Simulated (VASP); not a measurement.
Wanted: the native input for a VASP 6.6.1 run.

| Property | Result |
| --- | --- |
| Task | single point |
| Functional | revPBE |
| Potentials or basis | VASP PAW PBE potentials, release 64 (Li_sv) |
| Cutoff | 750 eV |
| k mesh | 6 × 6 × 6 |
| Occupations | fermi-dirac, width 0.15 eV |
| Spin | no spin polarisation |
| Dipole correction | no |
| Further INCAR settings | ALGO = Normal; EDIFF = 1e-06; NBANDS = 14 |

The structure of Li lies in POSCAR:

```
Li
1.0
    4.4544400000      0.0000000000      0.0000000000
    0.0000000000      4.4544400000      0.0000000000
    0.0000000000      0.0000000000      4.4544400000
Li
4
Direct
    0.8745700000      0.1254300000      0.6254300000
    0.3745700000      0.3745700000      0.3745700000
    0.1254300000      0.6254300000      0.8745700000
    0.6254300000      0.8745700000      0.1254300000
```

The input as run:

INCAR

```
ALGO = Normal ; EDIFF = 1E-6
ENCUT = 750 ; GGA = RE
GGA_COMPAT = False ; ISIF = 2
ISMEAR = -1 ; LASPH = True
LCHARG = False ; LREAL = False
LWAVE = False ; NBANDS = 14
NELM = 120 ; PREC = Accurate
SIGMA = 0.15
```

KPOINTS

```
k-points
0
Gamma
  6 6 6
```

Potentials or basis: VASP PAW PBE potentials, release 64 (Li_sv).

Command:

```console
$ cat potpaw_PBE.64/Li_sv/POTCAR > POTCAR
$ mpirun -np 1 vasp_std > vasp.out
```

It gave:

```
Pressure               : 0.5 GPa
Largest force          : 0.005 eV/Å
Band gap on the k mesh : zero (band 6 reaches 2.79 eV, above the bottom of band 7 at 0.38 eV)
```

Caveat: the PAW data sets were made with another functional, which shifts forces and pressure a little.

Wall time 16 s on 1 thread of AMD EPYC 9R45 96-Core Processor (Zen 5), on a shared host, peak memory 0.21 GiB.
